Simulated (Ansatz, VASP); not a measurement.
## Two plane-wave programs on ZnSn2N2

```xyz
5
Lattice="3.1835 -3.4823 0.0000 3.1835 3.4823 0.0000 0.0000 0.0000 5.6145" Properties=species:S:1:pos:R:3 pbc="T T T"
Zn    3.1835    0.0000    0.0000
Sn    0.0000    0.0000    2.8073
Sn    3.1835    0.0000    2.8073
N     3.1835   -2.9153    0.0000
N     3.1835    2.9153    0.0000
```

Alike in both runs: functional PBE; k mesh 4 × 4 × 4; occupations gaussian, width 0.1 eV; no spin polarisation.

Ansatz relaxed the structure, and its values are those at the end. VASP's run is a single point on that final structure, the one shown.

|  | VASP | Ansatz |
| --- | --- | --- |
| version | VASP 6.6.1 | Ansatz 0.2.0 |
| potentials or method | VASP PAW PBE potentials, release 64 (Zn, Sn_d, N), cutoff 520 eV | scalar-relativistic, plane waves, PAW |
| valence electrons in the cell | 50 | 50 |

|  | VASP | Ansatz | Ansatz less VASP |
| --- | --- | --- | --- |
| gap on the k mesh at the Fermi level (eV) | none | none | - |
| pressure (GPa) | 0.5 | 0.0 | -0.48 |
| rms of the force components (eV/Å) | 0.427 | 0.011 | -0.4154 |

A gap of «none» marks a metal or a gap that the smearing closes. One of these differences is far larger than is usual between the two programs; its cause wasn't traced. With one functional, cell and mesh, what is left measures potentials, basis and numerics.

Noted on VASP's run: the standard files for N, O and F lose accuracy on very short bonds.
